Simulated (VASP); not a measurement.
Input of a VASP 6.6.1 run:

Contents of INCAR:

```
PREC = Accurate
ENCUT = 500
EDIFF = 1E-6
ISMEAR = 0
SIGMA = 0.05
LREAL = F
LASPH = T
NELM = 200
ALGO = Normal
ISIF = 2
LWAVE = F
LCHARG = F
MAGMOM = 0 0 0 0 0 0
LORBIT = 11
LSORBIT = T
GGA_COMPAT = F
LORBMOM = T
GGA = PS
NBANDS = 28
```

File KPOINTS:

```
regular mesh
0
Gamma
  6 6 6
```

File POSCAR:

```
CsCl
1.0
    4.1229998261      0.0000000000      0.0000000000
    0.0000000000      4.1229998261      0.0000000000
    0.0000000000      0.0000000000      4.1229998261
Cs Cl
1 1
Direct
    0.0000000000      0.0000000000      0.0000000000
    0.5000000000      0.5000000000      0.5000000000
```

Potentials or basis: VASP PAW PBE potentials, release 64 (Cs_sv, Cl).

Command:

```bash
$ cat potpaw_PBE.64/Cs_sv/POTCAR potpaw_PBE.64/Cl/POTCAR > POTCAR
$ mpirun -np 1 vasp_ncl > vasp.out
```

Task: What does it give for the net moment?

Result: 0.00 μB per cell.

Task: What does it give for the pressure?

Result: -0.6 GPa.

Moments on the atoms (μB; x, y, z):
```
Cs  0.00 0.00 0.00
Cl  0.00 0.00 0.00
```

Caveat: the PAW data sets were made with another functional, which shifts forces and pressure a little.
